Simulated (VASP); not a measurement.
Re, 2 atoms in the cell. The cell holds a wire with vacuum, 2 atoms: a = 10.100 Å, b = 9.300 Å, c = 3.192 Å, α = 90.00°, β = 90.00°, γ = 90.00°. 

* Program: VASP 6.6.1
* Task: single point
* Functional: PBE
* Potentials or basis: VASP PAW PBE potentials, release 64 (Re)
* Cutoff: 520 eV
* k mesh: 1 × 1 × 15
* Occupations: gaussian, width 0.05 eV
* Spin: collinear spin, ferromagnetic start
* Starting moments: [1.5, 1.5] μB
* Dipole correction: no
* Further INCAR settings: ALGO = Normal; EDIFF = 1e-06; NBANDS = 18

Potentials or basis: VASP PAW PBE potentials, release 64 (Re).

Launch:

```sh
$ cat potpaw_PBE.64/Re/POTCAR > POTCAR
$ mpirun -np 1 vasp_std > vasp.out
```

Hardware: 1 thread of AMD EPYC 9R45 96-Core Processor (Zen 5), with other jobs on the host.

Task: Estimate the wall time of this run.

Result: Run time: 110 s on 1 thread of AMD EPYC 9R45 96-Core Processor (Zen 5), with other jobs on the host, peak memory 0.44 GiB. Counts: scf iterations 21, k points 8.
